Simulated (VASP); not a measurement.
Set up this calculation in VASP 6.6.1, as the native input.

```
Task                   : single point
Functional             : PBE
Potentials or basis    : VASP PAW PBE potentials, release 64 (Ga_d, Se)
Cutoff                 : 520 eV
k mesh                 : 10 × 10 × 10
Occupations            : gaussian, width 0.1 eV
Spin                   : no spin polarisation
Dipole correction      : no
Further INCAR settings : ALGO = Normal; EDIFF = 1e-06; NBANDS = 30
```

The structure of Ga3Se lies in POSCAR:

```
Ga3Se
1.0
    4.5992586580      0.0000000000      0.0000000000
    0.0000000000      4.5992586580      0.0000000000
    0.0000000000      0.0000000000      4.5992586580
Ga Se
3 1
Direct
    0.0000000000      0.5000000000      0.5000000000
    0.5000000000      0.0000000000      0.5000000000
    0.5000000000      0.5000000000      0.0000000000
    0.0000000000      0.0000000000      0.0000000000
```

This cell differs from its parent crystal: strained.

These files were run (other wordings do the same):

INCAR

```
PREC     = Accurate       # precision mode
ENCUT    = 520            # plane-wave cutoff, eV
EDIFF    = 1E-6           # SCF threshold, eV
ISMEAR   = 0              # smearing method
SIGMA    = 0.1            # smearing width, eV
LREAL    = False          # projectors in reciprocal space
LASPH    = True           # aspherical terms in the spheres
NELM     = 60             # most SCF steps
ALGO     = Normal         # electronic algorithm
ISIF     = 2              # what is computed and relaxed
LWAVE    = False          # write WAVECAR
LCHARG   = True           # write CHGCAR
GGA      = PE             # functional
LELF     = True           # ELF
LVHAR    = True         
NBANDS   = 30             # bands
```

KPOINTS

```
Automatic mesh
0
Gamma
  10 10 10
```

Potentials or basis: VASP PAW PBE potentials, release 64 (Ga_d, Se).

The run is started by

```sh
$ cat potpaw_PBE.64/Ga_d/POTCAR potpaw_PBE.64/Se/POTCAR > POTCAR
$ mpirun -np 1 vasp_std > vasp.out
```

It gave:

```yaml
Pressure: -3.7 GPa
```

Caveat: the cell differs from its parent crystal (strained).

Run time: 76 s on 1 thread of Intel Xeon 6975P-C, with other jobs on the host, peak memory 0.29 GiB.
